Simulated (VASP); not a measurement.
Input of a VASP 6.6.1 run:

INCAR

```
PREC = Accurate
ENCUT = 600
EDIFF = 1E-7
ISMEAR = 0
SIGMA = 0.1
LREAL = False
LASPH = True
NELM = 100
ALGO = Normal
ISIF = 3
LWAVE = False
LCHARG = False
GGA = PE
IBRION = 2
NSW = 90
EDIFFG = -0.04
```

Contents of KPOINTS:

```
regular mesh
0
Gamma
  4 4 6
```

Contents of POSCAR:

```
NaNb3
1.0
    4.6457396416      0.0000000000      0.0000000000
    0.0000000000      4.6457396416      0.0000000000
    0.0000000000      0.0000000000      3.4790540046
Na Nb
1 3
Direct
    0.0000000000      0.0000000000      0.0000000000
    0.0000000000      0.5000000000      0.5000000000
    0.5000000000      0.0000000000      0.5000000000
    0.5000000000      0.5000000000      0.0000000000
```

Potentials or basis: VASP PAW PBE potentials, release 64 (Na_pv, Nb_sv).

Command:

```bash
$ cat potpaw_PBE.64/Na_pv/POTCAR potpaw_PBE.64/Nb_sv/POTCAR > POTCAR
$ mpirun -np 1 vasp_std > vasp.out
```

Task: What does it give for the band gap on the k mesh?

Result: Zero (band 23 reaches 10.39 eV, above the bottom of band 24 at 8.24 eV).

Task: What does it give for the space group after relaxing (to 0.05 Å)?

Result: P4/mmm (No. 123).

Final structure:
```
Na Nb
1.0
     4.65599    0.00000    0.00000
     0.00000    4.65599    0.00000
     0.00000    0.00000    3.44489
Na Nb
1 3
Direct
  0.00000 0.00000 0.00000
  0.00000 0.50000 0.50000
  0.50000 0.00000 0.50000
  0.50000 0.50000 0.00000
```
